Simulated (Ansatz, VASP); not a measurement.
# Two plane-wave programs on AlGaN

```
CELL_PARAMETERS angstrom
4.21944 0.00000 0.00000
-2.10972 3.65414 0.00000
0.00000 0.00000 5.21287
ATOMIC_POSITIONS crystal
Al 0.00000 0.00000 0.50000
Al 0.00000 0.00000 0.00000
Ga 0.33333 0.66667 0.75000
Ga 0.66667 0.33333 0.25000
N 0.33333 0.66667 0.25000
N 0.66667 0.33333 0.75000
```

Change from the starting cell: species swapped into the CoNiGe type (P6_3/mmc, No. 194).

Alike in both runs: functional PBE; k mesh 12 × 12 × 8; occupations gaussian, width 0.1 eV; no spin polarisation.

Ansatz relaxed the structure, and its values are those at the end. VASP's run is a single point on that final structure, the one shown.

|  | VASP | Ansatz |
| --- | --- | --- |
| version | VASP 6.6.1 | Ansatz 0.2.0 |
| potentials or method | VASP PAW PBE potentials, release 64 (Al, Ga_d, N), cutoff 520 eV | scalar-relativistic, plane waves, PAW |
| valence electrons in the cell | 42 | 42 |

```tsv
	VASP	Ansatz	Ansatz less VASP
gap on the k mesh at the Fermi level (eV)	none	none	-
pressure (GPa)	0.1	0.0	-0.06
```

A gap of «none» marks a metal or a gap that the smearing closes.
